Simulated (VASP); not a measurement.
Here is a VASP 6.6.1 calculation.

The input INCAR:

```
SYSTEM = Cu
  PREC = Accurate
  ENCUT = 520
  EDIFF = 1E-6
  ISMEAR = -1
  SIGMA = 0.1
  LREAL = .False.
  LASPH = .True.
  NELM = 100
  ALGO = Normal
  ISIF = 2
  LWAVE = .False.
  LCHARG = .False.
  GGA = RE
  NBANDS = 30
```

File KPOINTS:

```
regular mesh
0
Gamma
  16 16 5
  0 0 0
```

The input POSCAR:

```
Cu
1.0
    2.4817053985      0.0000000000      0.0000000000
   -1.2408526992      2.1492199198      0.0000000000
    0.0000000000      0.0000000000      8.1032313542
Cu
4
Direct
    0.0000000000      0.0000000000      0.0000000000
    0.0000000000      0.0000000000      0.5000000000
    0.3333333333      0.6666666667      0.2500000000
    0.6666666667      0.3333333333      0.7500000000
```

Potentials or basis: VASP PAW PBE potentials, release 64 (Cu).

Command:

```sh
$ cat potpaw_PBE.64/Cu/POTCAR > POTCAR
$ mpirun -np 1 vasp_std > vasp.out
```

Estimate the pressure.

23.1 GPa.

Predict the band gap on the k mesh.

zero (bands 22 and 23 overlap by 5.51 eV).

Stress tensor (GPa, compression positive):
```
23.10  0.00  0.00
 0.00 23.10  0.00
 0.00  0.00 23.24
```

Caveat: the cell stands under pressure; the PAW data sets were made with another functional, which shifts forces and pressure a little.
